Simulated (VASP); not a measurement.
P: single point with r2SCAN

The system is P.

```xyz
4
Lattice="2.5388 0.0000 0.0000 -1.2694 2.1986 0.0000 0.0000 0.0000 9.8291" Properties=species:S:1:pos:R:3 pbc="T T T"
P     1.2694    2.1986    9.8291
P     1.2694    2.1986    4.9146
P     0.0000    1.4658    2.4573
P     1.2694    0.7329    7.3719
```

This cell differs from its parent crystal: volume scaled by 0.92.

```json
{
 "Program": "VASP 6.6.1",
 "Task": "single point",
 "Functional": "r2SCAN",
 "Potentials or basis": "VASP PAW PBE potentials, release 64 (P)",
 "Cutoff": "520 eV",
 "k mesh": "16 × 16 × 4",
 "Occupations": "fermi-dirac, width 0.1 eV",
 "Spin": "no spin polarisation"
}
```

* Pressure: 8.0 GPa
* Band gap on the k mesh: zero (band 10 reaches 19.01 eV, above the bottom of band 11 at 6.58 eV)

Stress tensor (GPa, compression positive):
```
8.62 0.00 0.00
0.00 8.62 0.00
0.00 0.00 6.84
```

Levels at points of the mesh, in eV from the Fermi level:
| k point | band 8 | band 9 | band 10 | band 11 | band 12 | band 13 |
| --- | --- | --- | --- | --- | --- | --- |
| (0.00, 0.00, 0.00) | 3.94 | 8.20 | 8.26 | 8.26 | 8.79 | 8.79 |
| (0.50, 0.00, 0.00) | -6.13 | -2.56 | -1.51 | 1.64 | 2.50 | 2.87 |
| (0.00, 0.00, 0.50) | 0.65 | 8.42 | 8.42 | 8.42 | 8.42 | 9.33 |
| (0.50, 0.00, 0.50) | -7.13 | -1.12 | -1.12 | 0.73 | 0.73 | 3.16 |

Wall time 2.4 min on 1 thread of Intel(R) Xeon(R) 6975P-C (Granite Rapids) (shared host), peak memory 0.21 GiB.

Caveat: the PAW data sets were made with another functional, which shifts forces and pressure a little.
